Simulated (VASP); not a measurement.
Set up this calculation in VASP 6.6.1, as the native input.

```yaml
Task: single point
Functional: r2SCAN
Potentials_or_basis: VASP PAW PBE potentials, release 64 (Zn)
Cutoff: 520 eV
k_mesh: 9 × 9 × 4
Occupations: gaussian, width 0.1 eV
Spin: no spin polarisation
Dipole_correction: no
Further_INCAR_settings: ALGO = Normal; EDIFF = 1e-06; NBANDS = 19
```

The system is Zn.

```
Zn
1.0
     2.63934    0.00000    0.00000
    -1.31967    2.28573    0.00000
     0.00000    0.00000    4.70935
Zn
2
Direct
  0.33333 0.66667 0.25000
  0.66667 0.33333 0.75000
```

One way to write it, as run:

POSCAR

```
Zn
1.0
    2.6393366195      0.0000000000      0.0000000000
   -1.3196683097      2.2857325616      0.0000000000
    0.0000000000      0.0000000000      4.7093539945
Zn
2
Direct
    0.3333333333      0.6666666667      0.2500000000
    0.6666666667      0.3333333333      0.7500000000
```

INCAR.step1

```
SYSTEM = Zn
ALGO = Normal
EDIFF = 1E-4
ENCUT = 520
GGA = PE
ISMEAR = 0
LASPH = .True.
LCHARG = .False.
LREAL = .False.
LWAVE = .True.
NBANDS = 19
NELM = 100
PREC = Accurate
SIGMA = 0.1
```

INCAR.step2

```
SYSTEM = Zn
ALGO = Normal
EDIFF = 1E-6
ENCUT = 520
ISIF = 2
ISMEAR = 0
ISTART = 1
LASPH = .True.
LCHARG = .True.
LELF = .True.
LMIXTAU = .True.
LREAL = .False.
LVHAR = .True.
LWAVE = .False.
METAGGA = R2SCAN
NBANDS = 19
NELM = 100
PREC = Accurate
SIGMA = 0.1
```

KPOINTS

```
k-points
0
Gamma
  9 9 4
  0 0 0
```

Potentials or basis: VASP PAW PBE potentials, release 64 (Zn).

The run is started by

```bash
$ cat potpaw_PBE.64/Zn/POTCAR > POTCAR
$ cp INCAR.step1 INCAR
$ mpirun -np 1 vasp_std > vasp.out
$ cp INCAR.step2 INCAR
$ mpirun -np 1 vasp_std > vasp.out
```

It gave:

```
Pressure               : 0.6 GPa
Band gap on the k mesh : zero (band 12 reaches 4.28 eV, above the bottom of band 13 at 0.93 eV)
```

Caveat: the PAW data sets were made with another functional, which shifts forces and pressure a little.

It took 2.5 min on 1 thread of AMD EPYC 7R43 64-Core Processor (Zen 3), with other jobs on the host, peak memory 0.11 GiB.
